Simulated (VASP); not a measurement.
# PbO (Litharge) (P4/nmm) in VASP: further runs

PbO (Litharge) is run at these levels: PBE; tasks: single point.

Program: VASP 6.6.1. These are calculated values, not measurements. Logs are shortened: lines on timing, memory, paths and dates and some standing lists are left out, and cuts for length are marked.

## Step 1: The cell of the first run

It takes space group P4/nmm (No. 129, tetragonal). Conventional cell: a = 3.980 Å, b = 3.980 Å, c = 5.001 Å, α = 90.00°, β = 90.00°, γ = 90.00°. Within 3.1 Å of Pb (site symmetry 4mm) lie 4 O at 2.32 Å. Within 3.1 Å of O (site symmetry -4m2) lie 4 Pb at 2.32 Å and 4 O at 2.81 Å.

## Step 2: Single point, PBE

Input file INCAR:

```
PREC = Accurate
ENCUT = 520
EDIFF = 1E-6
ISMEAR = 0
SIGMA = 0.01
LREAL = False
LASPH = True
NELM = 80
ALGO = Normal
ISIF = 2
LWAVE = False
LCHARG = False
GGA = PE
NBANDS = 28
```

Input file KPOINTS:

```
Automatic mesh
0
Gamma
  4 4 4
```

Input file POSCAR:

```
PbO
1.0
    3.9804038992      0.0000000000      0.0000000000
    0.0000000000      3.9804038992      0.0000000000
    0.0000000000      0.0000000000      5.0009130541
Pb O
2 2
Direct
    0.0000000000      0.5000000000      0.2366325577
    0.5000000000      0.0000000000      0.7633674423
    0.0000000000      0.0000000000      0.0000000000
    0.5000000000      0.5000000000      0.0000000000
```

Potentials or basis: VASP PAW PBE potentials, release 64 (Pb_d, O).

On the command line:

```
> cat potpaw_PBE.64/Pb_d/POTCAR potpaw_PBE.64/O/POTCAR > POTCAR
> mpirun -np 1 vasp_std > vasp.out
```

OUTCAR:

```text
PREC = Accurate
   ENCUT = 520
   EDIFF = 1E-6
   ISMEAR = 0
   LREAL = False
   LASPH = True
   NELM = 80
   ISIF = 2
   GGA = PE

 ion  position               nearest neighbor table
   1  0.000  0.500  0.237-   3 2.32   4 2.32   3 2.32   4 2.32   2 3.68   2 3.68   2 3.68   2 3.68
                             2 3.85   2 3.85   2 3.85   2 3.85
   2  0.500  0.000  0.763-   3 2.32   4 2.32   4 2.32   3 2.32   1 3.68   1 3.68   1 3.68   1 3.68
                             1 3.85   1 3.85   1 3.85   1 3.85
   3  0.000  0.000  0.000-   1 2.32   2 2.32   1 2.32   2 2.32
   4  0.500  0.500  0.000-   1 2.32   2 2.32   2 2.32   1 2.32

  LATTYP: Found a simple tetragonal cell.
 ALAT       =     3.9804038992
 C/A-ratio  =     1.2563833171

  Lattice vectors:

 A1 = (   3.9804038992,   0.0000000000,   0.0000000000)
 A2 = (   0.0000000000,   3.9804038992,   0.0000000000)
 A3 = (   0.0000000000,   0.0000000000,   5.0009130541)

Analysis of symmetry for initial positions (statically):
=====================================================================
 Subroutine PRICEL returns:
 Original cell was already a primitive cell.

 Routine SETGRP: Setting up the symmetry group for a
 simple tetragonal supercell.

 Subroutine GETGRP returns: Found 16 space group operations
 (whereof  8 operations were pure point group operations)
 out of a pool of 16 trial point group operations.

The static configuration has the point symmetry D_2d.
 The point group associated with its full space group is D_4h.

Analysis of symmetry for dynamics (positions and initial velocities):
=====================================================================
 Subroutine PRICEL returns:
 Original cell was already a primitive cell.

 Routine SETGRP: Setting up the symmetry group for a
 simple tetragonal supercell.

 Subroutine GETGRP returns: Found 16 space group operations
 (whereof  8 operations were pure point group operations)
 out of a pool of 16 trial point group operations.

The dynamic configuration has the point symmetry D_2d.
 The point group associated with its full space group is D_4h.

 Subroutine INISYM returns: Found 16 space group operations
 (whereof  8 operations are pure point group operations),
 and found     1 'primitive' translations

----------------------------------------------------------------------------------------

                                     Primitive cell
[... 87 lines left out ...]
   NELM   =     80;   NELMIN=  2; NELMDL= -5     # of ELM steps
   EDIFF  = 0.1E-05   stopping-criterion for ELM
   LREAL  =      F    real-space projection
   EDIFFG = 0.1E-04   stopping-criterion for IOM
   NSW    =      0    number of steps for IOM
   IBRION =     -1    ionic relax: 0-MD 1-quasi-New 2-CG
   NFREE  =      0    steps in history (QN), initial steepest desc. (CG)
   ISIF   =      2    stress and relaxation
   ISYM   =      2    0-nonsym 1-usesym 2-fastsym
   POTIM  = 0.5000    time-step for ionic-motion
   TEBEG  =    0.0;   TEEND  =   0.0 temperature during run
   PSTRESS=    0.0 pullay stress
   NELECT =      40.0000    total number of electrons
   NUPDOWN=      -1.0000    fix difference up-down
   EMIN   =  10.00;   EMAX   =-10.00  energy-range for DOS
   EFERMI =   0.00;   METHOD = LEGACY
   ISMEAR =     0;   SIGMA  =   0.01  broadening in eV -4-tet -1-fermi 0-gaus
   EFERMI_NEDOS =   21; number of points for ismear=-14 and -15
   IALGO  =     38    algorithm
   IMIX   =      4    mixing-type and parameters
     AMIX     =   0.40;   BMIX     =  1.00
     AMIX_MAG =   1.60;   BMIX_MAG =  1.00
  volume/ion in A,a.u.               =      19.81       133.67
  Fermi-wavevector in a.u.,A,eV,Ry     =   1.303548  2.463348 23.119522  1.699237
  Thomas-Fermi vector in A             =   2.434543
   LORBIT       =      0    0 simple, 1 ext, 2 COOP (PROOUT), +10 PAW based schemes
   GGA     = PE    functional components
   LHFCALC =     F    Hartree Fock is set to
   AEXX    =    0.0000 exact exchange contribution
   IVDW    =     0    specifies the selected vdW correction
   LEPSILON=     F    determine dielectric tensor
   LRPA    =     F    only Hartree local field effects (RPA)
 non-spin polarized calculation
 Gauss-broadening in eV      SIGMA  =   0.01
  energy-cutoff  :      520.00
  volume of cell :       79.23
 maximum number of plane-waves:      2170
 NGX is ok and might be reduce to    30
   NGX = 15   NGY = 15   NGZ = 19

 number of electron      39.9999997 magnetization

 Free energy of the ion-electron system (eV)
  ---------------------------------------------------
  ext. energy  EPLUGINS =         0.00000000
  ---------------------------------------------------
  free energy    TOTEN  =       -21.41184797 eV

  energy without entropy =      -21.41184797  energy(sigma->0) =      -21.41184797

 E-fermi :   5.2880     XC(G=0):  -9.8492

 val. band max:        5.1665446964   @ k =   0.0000   0.0000   0.0000
 cond. band min:       6.3973858022   @ k =   0.5000   0.5000   0.0000
 fundamental gap:      1.2308411059
 Fermi energy:         5.2879815437

 k-point     1 :       0.0000    0.0000    0.0000
  band No.  band energies     occupation
      1     -13.2379      2.00000
      2     -12.7025      2.00000
      3     -10.8512      2.00000
      4     -10.8512      2.00000
      5     -10.7900      2.00000
      6     -10.7676      2.00000
[... 547 lines left out ...]
     27      16.3529      0.00000
     28      16.3529      0.00000

------------------------ aborting loop because EDIFF is reached ----------------------------------------

  FORCE on cell =-STRESS in cart. coord.  units (eV):
  Direction    XX          YY          ZZ          XY          YZ          ZX
  --------------------------------------------------------------------------------------
  -------------------------------------------------------------------------------------
  Total        2.4228004      2.4228004      1.9678862      0.0000000      0.0000000      0.0000000
  in kB       48.9919387     48.9919387     39.7930267      0.0000000      0.0000000      0.0000000
  external PRESSURE =      45.9256347 kB  Pullay stress =       0.0000000 kB

 VOLUME and BASIS-vectors are now :
 -----------------------------------------------------------------------------
  energy-cutoff  :      520.00
  volume of cell :       79.23
      direct lattice vectors                 reciprocal lattice vectors
     3.980403899  0.000000000  0.000000000     0.251230786  0.000000000  0.000000000
     0.000000000  3.980403899  0.000000000     0.000000000  0.251230786  0.000000000
     0.000000000  0.000000000  5.000913054     0.000000000  0.000000000  0.199963485

 POSITION                                       TOTAL-FORCE (eV/Angst)
 -----------------------------------------------------------------------------------
      0.00000      1.99020      1.18338         0.000000      0.000000      0.397749
      1.99020      0.00000      3.81753         0.000000      0.000000     -0.397749
      0.00000      0.00000      0.00000         0.000000      0.000000      0.000000
      1.99020      1.99020      0.00000         0.000000     -0.000000      0.000000
 -----------------------------------------------------------------------------------
    total drift:                                0.000000      0.000000      0.000000

  FREE ENERGIE OF THE ION-ELECTRON SYSTEM (eV)
  ---------------------------------------------------
  free  energy   TOTEN  =       -21.4118479651 eV

  energy  without entropy=      -21.4118479651  energy(sigma->0) =      -21.41184797
```

OSZICAR:

```text
N       E                     dE             d eps       ncg     rms          rms(c)
DAV:   1     0.469923335632E+03    0.46992E+03   -0.19797E+04  1008   0.171E+03
DAV:   2     0.368403321198E+02   -0.43308E+03   -0.41633E+03  1028   0.458E+02
DAV:   3    -0.232361155742E+02   -0.60076E+02   -0.58431E+02  1276   0.184E+02
DAV:   4    -0.259602661353E+02   -0.27242E+01   -0.27111E+01  1196   0.404E+01
DAV:   5    -0.260415640493E+02   -0.81298E-01   -0.81290E-01  1152   0.755E+00    0.124E+01
DAV:   6    -0.215849954004E+02    0.44566E+01   -0.23940E+01  1472   0.395E+01    0.530E+00
DAV:   7    -0.214402420536E+02    0.14475E+00   -0.27856E+00  1244   0.119E+01    0.247E+00
DAV:   8    -0.214204843008E+02    0.19758E-01   -0.48162E-01  1092   0.462E+00    0.788E-01
DAV:   9    -0.214107124153E+02    0.97719E-02   -0.54200E-02  1636   0.195E+00    0.258E-01
DAV:  10    -0.214120883734E+02   -0.13760E-02   -0.11274E-02  1184   0.734E-01    0.932E-02
DAV:  11    -0.214118892172E+02    0.19916E-03   -0.20928E-03  1612   0.374E-01    0.619E-02
DAV:  12    -0.214118541932E+02    0.35024E-04   -0.24664E-04  1380   0.148E-01    0.266E-02
DAV:  13    -0.214118492687E+02    0.49245E-05   -0.59680E-05  1184   0.512E-02    0.600E-03
DAV:  14    -0.214118481359E+02    0.11329E-05   -0.35484E-06  1036   0.236E-02    0.117E-03
DAV:  15    -0.214118479651E+02    0.17079E-06   -0.47428E-07   536   0.595E-03
   1 F= -.21411848E+02 E0= -.21411848E+02  d E =-.794763E-68
```

stdout:

```text
POSCAR found type information on POSCAR PbO
 POSCAR found :  2 types and       4 ions
 scaLAPACK will be used
 LDA part: xc-table for (Slater+PW92), standard interpolation
 POSCAR, INCAR and KPOINTS ok, starting setup
 FFT: planning ... GRIDC
 FFT: planning ... GRID_SOFT
 FFT: planning ... GRID
 WAVECAR not read
 entering main loop
```

It took 18 s on 1 thread of Intel Xeon 6975P-C (Granite Rapids), shared host; peak memory 0.19 GiB.

Results:

| Item | Value |
| --- | --- |
| Free energy | -21.4118 eV |
| Pressure | 4.6 GPa |
| Largest force | 0.398 eV/Å |
| Band gap on the k mesh | 1.23 eV, indirect (least direct gap 2.27 eV) |

Forces on the atoms (eV/Å):
```
Pb   0.000  0.000  0.398
Pb   0.000  0.000 -0.398
O    0.000  0.000  0.000
O    0.000  0.000  0.000
```

Levels at points of the mesh, in eV from the valence-band top:
| k point | band 16 | band 17 | band 18 | band 19 | band 20 | band 21 | band 22 | band 23 | band 24 | band 25 |
| --- | --- | --- | --- | --- | --- | --- | --- | --- | --- | --- |
| (0.00, 0.00, 0.00) | -4.28 | -1.70 | -1.67 | -1.67 | 0.00 | 2.40 | 5.52 | 5.66 | 5.66 | 6.66 |
| (0.50, 0.00, 0.00) | -3.19 | -3.01 | -3.01 | -1.64 | -1.64 | 3.42 | 3.42 | 6.61 | 6.61 | 6.72 |
| (0.50, 0.50, 0.00) | -3.42 | -1.64 | -1.64 | -1.04 | -1.04 | 1.23 | 1.23 | 5.32 | 5.32 | 7.93 |
| (0.00, 0.00, 0.50) | -4.12 | -1.74 | -1.70 | -1.70 | -0.92 | 1.97 | 4.03 | 4.03 | 4.26 | 8.75 |
| (0.50, 0.00, 0.50) | -3.68 | -2.98 | -2.98 | -0.98 | -0.98 | 3.11 | 3.11 | 6.34 | 6.34 | 7.40 |
| (0.50, 0.50, 0.50) | -3.88 | -2.23 | -2.23 | -1.04 | -1.04 | 3.49 | 3.49 | 4.79 | 4.79 | 5.77 |

Caveat: spin-orbit coupling is left out, which moves the levels of the heavy elements. Expect the measured gap to be larger: semilocal functionals such as PBE lack the derivative discontinuity.

## Step 3: Single point, PBE

Input file INCAR:

```
SYSTEM = PbO
  PREC = Accurate
  ENCUT = 520
  EDIFF = 1E-6
  ISMEAR = -1
  SIGMA = 0.02
  LREAL = .FALSE.
  LASPH = .TRUE.
  NELM = 100
  ALGO = Normal
  ISIF = 2
  LWAVE = .FALSE.
  LCHARG = .FALSE.
  GGA = PE
  NBANDS = 28
```

Input file KPOINTS:

```
Automatic mesh
0
G
  6 6 6
  0 0 0
```

POSCAR is that of step 2.

Potentials or basis: VASP PAW PBE potentials, release 64 (Pb_d, O).

On the command line:

```
> cat potpaw_PBE.64/Pb_d/POTCAR potpaw_PBE.64/O/POTCAR > POTCAR
> mpirun -np 1 vasp_std > vasp.out
```

Run time: 36 s. Hardware: 1 thread of Intel Xeon 6975P-C (Granite Rapids), shared host; peak memory 0.22 GiB.

The run converged. Its results:

| Property | Result |
| --- | --- |
| Free energy | -21.4167 eV |
| Pressure | 4.6 GPa |
| Largest force | 0.400 eV/Å |
| Band gap on the k mesh | 1.23 eV, indirect (least direct gap 2.28 eV) |

Forces in eV/Å, atoms in the order of the input:
```
Pb   0.000  0.000  0.400
Pb   0.000  0.000 -0.400
O    0.000  0.000  0.000
O    0.000  0.000  0.000
```

Stress tensor (GPa, compression positive):
```
4.88 0.00 0.00
0.00 4.88 0.00
0.00 0.00 3.95
```

Levels at points of the mesh, in eV from the valence-band top:
| k point | band 17 | band 18 | band 19 | band 20 | band 21 | band 22 | band 23 | band 24 |
| --- | --- | --- | --- | --- | --- | --- | --- | --- |
| (0.00, 0.00, 0.00) | -1.70 | -1.67 | -1.67 | 0.00 | 2.40 | 5.52 | 5.66 | 5.66 |
| (0.50, 0.00, 0.00) | -3.02 | -3.02 | -1.64 | -1.64 | 3.42 | 3.42 | 6.61 | 6.61 |
| (0.50, 0.50, 0.00) | -1.64 | -1.64 | -1.04 | -1.04 | 1.23 | 1.23 | 5.33 | 5.33 |
| (0.00, 0.00, 0.50) | -1.74 | -1.70 | -1.70 | -0.92 | 1.97 | 4.03 | 4.03 | 4.26 |
| (0.50, 0.00, 0.50) | -2.98 | -2.98 | -0.98 | -0.98 | 3.11 | 3.11 | 6.34 | 6.34 |
| (0.50, 0.50, 0.50) | -2.23 | -2.23 | -1.05 | -1.05 | 3.49 | 3.49 | 4.79 | 4.79 |

Caveat: spin-orbit coupling is left out, which moves the levels of the heavy elements.
